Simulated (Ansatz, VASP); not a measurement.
Al: VASP beside Ansatz

INCAR

```
SYSTEM = Al
PREC = Accurate ; ENCUT = 520
EDIFF = 1E-7 ; ISMEAR = -1
SIGMA = 0.05 ; LREAL = .FALSE.
LASPH = .TRUE. ; NELM = 80
ALGO = Normal ; ISIF = 2
LWAVE = .FALSE. ; LCHARG = .FALSE.
NBANDS = 10
```

File KPOINTS:

```
regular mesh
0
G
  8 8 4
  0 0 0
```

Contents of POSCAR:

```
Al
1.0
    2.6516600000     -0.0386000000      0.0052600000
   -1.3592600000      2.4500800000     -0.0436700000
    0.0091000000     -0.0820100000      4.7255600000
Al
2
Direct
    0.6255000000      0.2880900000      0.7650500000
    0.4202814155      0.7311373699      0.2347764445
```

Input for Ansatz:

```yaml
crystal:
  lattice:
    - [2.65166, -0.0386, 0.00526]
    - [-1.35926, 2.45008, -0.04367]
    - [0.0091, -0.08201, 4.72556]
  atoms:
    - { symbol: Al, position: [0.6255, 0.28809, 0.76505] }
    - { symbol: Al, position: [0.4202814155339417, 0.7311373698628149, 0.23477644450524396] }
basis:
  ecutwfc: 540.0
  xc_grid: 2
kpoints:
  mp_grid:
    grid: [8, 8, 4]
hamiltonian:
  xc: lda
scf:
  convergence:
    dr2_threshold: 1.0e-09
  occupations:
    method: fermi_dirac
    width: 0.05
output:
  forces: true
  stress: true
```

Alike in both runs: task single point; functional LDA; k mesh 8 × 8 × 4; occupations fermi-dirac, width 0.05 eV; no spin polarisation.

|  | VASP | Ansatz |
| --- | --- | --- |
| version | VASP 6.6.1 | Ansatz 0.2.0 |
| potentials or method | VASP PAW LDA potentials, release 64 (Al), cutoff 520 eV | plane waves, PAW |
| valence electrons in the cell | 6 | 6 |

|  | VASP | Ansatz | Ansatz less VASP |
| --- | --- | --- | --- |
| pressure (GPa) | 6.0 | 5.9 | -0.12 |
| traceless stress, the component that is largest in VASP (GPa) | -2.59 | -2.59 | -0.001 |
| rms of the force components (eV/Å) | 0.464 | 0.461 | -0.0032 |

LDA's correlation is that of Perdew and Zunger in VASP and of Perdew and Wang (1992) in Ansatz. Atom by atom the forces differ by 0.003 eV/Å (rms over components). Ansatz's warnings: stress scf threshold loose.
